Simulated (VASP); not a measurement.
Here is a VASP 6.6.1 calculation.

The input INCAR:

```
  PREC = Accurate
  ENCUT = 520
  EDIFF = 1E-6
  ISMEAR = 0
  SIGMA = 0.05
  LREAL = False
  LASPH = True
  NELM = 80
  ALGO = Normal
  ISIF = 2
  LWAVE = False
  LCHARG = True
  GGA = CA
  LELF = True
  LVHAR = True
  NBANDS = 12
```

The input KPOINTS:

```
regular mesh
0
Gamma
  12 12 12
```

POSCAR

```
Sb
1.0
    2.1470889964      1.2396224100      3.6547551018
   -2.1470889964      1.2396224100      3.6547551018
    0.0000000000     -2.4792448200      3.6547551018
Sb
2
Direct
    0.2358905479      0.2358905479      0.2358905479
    0.7641094521      0.7641094521      0.7641094521
```

Potentials or basis: VASP PAW LDA potentials, release 64 (Sb).

Run with:

```sh
$ cat potpaw_LDA.64/Sb/POTCAR > POTCAR
$ mpirun -np 1 vasp_std > vasp.out
```

Task: Estimate the band gap on the k mesh.

Result: Zero (band 5 reaches 7.63 eV, above the bottom of band 6 at 7.35 eV).

Task: Estimate the largest force.

Result: 0.062 eV/Å.

Task: Predict the pressure.

Result: 0.3 GPa.

Stress tensor (GPa, compression positive):
```
0.32 0.00 0.00
0.00 0.32 0.00
0.00 0.00 0.24
```

Caveat: spin-orbit coupling is left out, which moves the levels of the heavy elements.
